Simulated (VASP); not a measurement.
# Mo (I4/mmm) in VASP: notebook, part 2 of 2

VASP 6.6.1. The steps go on from the part before.

### Step 4. Single point, r2SCAN (strain +0.0600 x Voigt [1, 0, 0, 0, 0, 0])

The input, POSCAR:

```
Mo
1.0
   -1.6652600000      1.5710000000      1.5710000000
    1.6652600000     -1.5710000000      1.5710000000
    1.6652600000      1.5710000000     -1.5710000000
Mo
1
Direct
    0.0000000000      0.0000000000      0.0000000000
```

The input, INCAR.step1:

```
SYSTEM = Mo
PREC = Accurate
ENCUT = 520
ISMEAR = 0
SIGMA = 0.15
LREAL = .False.
LASPH = .True.
NELM = 60
NBANDS = 13
GGA = PE
ALGO = Normal
EDIFF = 1E-4
LWAVE = .True.
LCHARG = .False.
```

The input, INCAR.step2:

```
SYSTEM = Mo
PREC = Accurate
ENCUT = 520
EDIFF = 1E-6
ISMEAR = 0
SIGMA = 0.15
LREAL = .False.
LASPH = .True.
NELM = 60
ALGO = Normal
ISIF = 2
LWAVE = .False.
LCHARG = .False.
METAGGA = R2SCAN
LMIXTAU = .True.
NBANDS = 13
ISTART = 1
```

The input, KPOINTS:

```
regular mesh
0
Gamma
  22 22 22
  0 0 0
```

Potentials or basis: VASP PAW PBE potentials, release 64 (Mo_sv).

Command:

```bash
> cat potpaw_PBE.64/Mo_sv/POTCAR > POTCAR
> cp INCAR.step1 INCAR
> mpirun -np 1 vasp_std > vasp.out
> cp INCAR.step2 INCAR
> mpirun -np 1 vasp_std > vasp.out
```

OUTCAR:

```text
SYSTEM = Mo
   PREC = Accurate
   ENCUT = 520
   EDIFF = 1E-6
   ISMEAR = 0
   LREAL = .False.
   LASPH = .True.
   NELM = 60
   ISIF = 2
   METAGGA = R2SCAN
   ISTART = 1

 ion  position               nearest neighbor table
   1  0.000  0.000  0.000-

  LATTYP: Found a body centered tetragonal cell.
 ALAT       =     3.1420000000
 C/A-ratio  =     1.0600000000

  Lattice vectors:

 A1 = (  -1.6652600000,   1.5710000000,  -1.5710000000)
 A2 = (  -1.6652600000,  -1.5710000000,   1.5710000000)
 A3 = (   1.6652600000,   1.5710000000,   1.5710000000)

Analysis of symmetry for initial positions (statically):
=====================================================================
 Subroutine PRICEL returns:
 Original cell was already a primitive cell.

 Routine SETGRP: Setting up the symmetry group for a
 body centered tetragonal supercell.

 Subroutine GETGRP returns: Found 16 space group operations
 (whereof 16 operations were pure point group operations)
 out of a pool of 16 trial point group operations.

The static configuration has the point symmetry D_4h.

Analysis of symmetry for dynamics (positions and initial velocities):
=====================================================================
 Subroutine PRICEL returns:
 Original cell was already a primitive cell.

 Routine SETGRP: Setting up the symmetry group for a
 body centered tetragonal supercell.

 Subroutine GETGRP returns: Found 16 space group operations
 (whereof 16 operations were pure point group operations)
 out of a pool of 16 trial point group operations.

The dynamic configuration has the point symmetry D_4h.

 Subroutine INISYM returns: Found 16 space group operations
 (whereof 16 operations are pure point group operations),
 and found     1 'primitive' translations

----------------------------------------------------------------------------------------

                                     Primitive cell

  volume of cell :      16.4397

  direct lattice vectors                    reciprocal lattice vectors
    -1.665260000  1.571000000  1.571000000     0.000000000  0.318268619  0.318268619
[... 116 lines left out ...]
 Gauss-broadening in eV      SIGMA  =   0.15
  energy-cutoff  :      520.00
  volume of cell :       16.44
 maximum number of plane-waves:       458
 NGX is ok and might be reduce to    24
   NGX = 11   NGY = 11   NGZ = 11

 number of electron      13.9999999 magnetization

 Free energy of the ion-electron system (eV)
  ---------------------------------------------------
  ext. energy  EPLUGINS =         0.00000000
  ---------------------------------------------------
  free energy    TOTEN  =       -26.02121353 eV

  energy without entropy =      -26.01449190  energy(sigma->0) =      -26.01785272

 E-fermi :  11.7534     XC(G=0): -14.3182

 val. band max:       11.7476876364   @ k =   0.3636   0.0909   0.0000
 cond. band min:      11.7536747479   @ k =  -0.2727   0.3182   0.2273
 fundamental gap:      0.0059871115
 Fermi energy:        11.7534156392

 k-point     1 :       0.0000    0.0000    0.0000
  band No.  band energies     occupation
      1     -51.4687      2.00000
      2     -24.0622      2.00000
      3     -24.0515      2.00000
      4     -24.0515      2.00000
      5       4.2591      2.00000
      6      10.2389      2.00000
      7      10.2389      2.00000
      8      10.8833      2.00000
      9      13.1334      0.00000
     10      13.9416      0.00000
     11      26.4546      0.00000
     12      27.5917      0.00000
     13      27.5917      0.00000
[... 354 lines left out ...]
  band No.  band energies     occupation
      1     -51.4504      2.00000
      2     -24.1657      2.00000
      3     -24.0830      2.00000
      4     -24.0567      2.00000
      5       4.6112      2.00000
      6      10.2131      2.00000
      7      10.2443      2.00000
      8      11.0171      2.00000
      9      12.9506      0.00000
     10      13.8494      0.00000
     11      26.9372      0.00000
     12      27.9188      0.00000
     13      28.1772      0.00000

 [... further k-points ...]

------------------------ aborting loop because EDIFF is reached ----------------------------------------

  FORCE on cell =-STRESS in cart. coord.  units (eV):
  Direction    XX          YY          ZZ          XY          YZ          ZX
  --------------------------------------------------------------------------------------
  -------------------------------------------------------------------------------------
  Total       -2.2270171     -0.5663145     -0.5663145     -0.0000000      0.0000000      0.0000000
  in kB     -217.0399702    -55.1917059    -55.1917059     -0.0000000      0.0000000      0.0000000
  external PRESSURE =    -109.1411273 kB  Pullay stress =       0.0000000 kB

 VOLUME and BASIS-vectors are now :
 -----------------------------------------------------------------------------
  energy-cutoff  :      520.00
  volume of cell :       16.44
      direct lattice vectors                 reciprocal lattice vectors
    -1.665260000  1.571000000  1.571000000     0.000000000  0.318268619  0.318268619
     1.665260000 -1.571000000  1.571000000     0.300253414  0.000000000  0.318268619
     1.665260000  1.571000000 -1.571000000     0.300253414  0.318268619  0.000000000

 POSITION                                       TOTAL-FORCE (eV/Angst)
 -----------------------------------------------------------------------------------
      0.00000      0.00000      0.00000         0.000000      0.000000      0.000000
 -----------------------------------------------------------------------------------
    total drift:                                0.000000      0.000000      0.000000

  FREE ENERGIE OF THE ION-ELECTRON SYSTEM (eV)
  ---------------------------------------------------
  free  energy   TOTEN  =       -26.0212135339 eV

  energy  without entropy=      -26.0144919012  energy(sigma->0) =      -26.01785272
```

OUTCAR.step1:

```text
SYSTEM = Mo
   PREC = Accurate
   ENCUT = 520
   ISMEAR = 0
   LREAL = .False.
   LASPH = .True.
   NELM = 60
[... 602 lines left out ...]
 -----------------------------------------------------------------------------------
      0.00000      0.00000      0.00000        -0.000000     -0.000000     -0.000000
 -----------------------------------------------------------------------------------
    total drift:                                0.000000      0.000000     -0.000000

  FREE ENERGIE OF THE ION-ELECTRON SYSTEM (eV)
  ---------------------------------------------------
  free  energy   TOTEN  =       -10.8895115947 eV

  energy  without entropy=      -10.8819127163  energy(sigma->0) =      -10.88571216
```

OSZICAR.step1:

```text
N       E                     dE             d eps       ncg     rms          rms(c)
DAV:   1     0.924372931222E+02    0.92437E+02   -0.80663E+03 21851   0.110E+03
DAV:   2    -0.104185569300E+02   -0.10286E+03   -0.99103E+02 25039   0.309E+02
DAV:   3    -0.115881627671E+02   -0.11696E+01   -0.11660E+01 24194   0.329E+01
DAV:   4    -0.115909093166E+02   -0.27465E-02   -0.27465E-02 24404   0.194E+00
DAV:   5    -0.115909280300E+02   -0.18713E-04   -0.18714E-04 24342   0.142E-01    0.131E+01
DAV:   6    -0.109709071341E+02    0.62002E+00   -0.79674E-01 22279   0.108E+01    0.325E+00
DAV:   7    -0.108931167134E+02    0.77790E-01   -0.14118E-01 24339   0.431E+00    0.103E+00
DAV:   8    -0.108894409041E+02    0.36758E-02   -0.42990E-03 22534   0.835E-01    0.198E-01
DAV:   9    -0.108895115947E+02   -0.70691E-04   -0.12998E-04 23156   0.142E-01
   1 F= -.10889512E+02 E0= -.10885712E+02  d E =-.759888E-02
```

It took 9 min on 1 thread of Intel Xeon 8259CL, shared host; peak memory 0.29 GiB.

Results:

```
Free energy            : -26.0212 eV
Pressure               : -10.9 GPa
Band gap on the k mesh : zero (bands 7 and 8 overlap by 4.79 eV)
```

Caveat: the cell differs from its parent crystal (strain +0.0600 x Voigt [1, 0, 0, 0, 0, 0]); the cell stands under tension; the PAW data sets were made with another functional, which shifts forces and pressure a little.

### Step 5. Overview

| cell | gap on the mesh (eV) | pressure (GPa) |
| --- | --- | --- |
| a = 2.762 Å, angles 107.1, 110.7, 110.7°, 1 atom | none | -7.8 |
| a = 2.769 Å, angles 106.7, 110.9, 110.9°, 1 atom | none | -9.4 |
| a = 2.777 Å, angles 106.3, 111.1, 111.1°, 1 atom | none | -10.9 |

Alike in all rows: task single point; level r2SCAN; potentials or basis VASP PAW PBE potentials, release 64 (Mo_sv); no spin polarisation; k mesh 22 × 22 × 22; cutoff (eV) 520; smearing gaussian 0.15 eV.

Caveats: the cell stands under tension; the PAW data sets were made with another functional, which shifts forces and pressure a little.

Total energies depend on the potentials used, so only differences within one code and one set of settings carry meaning.
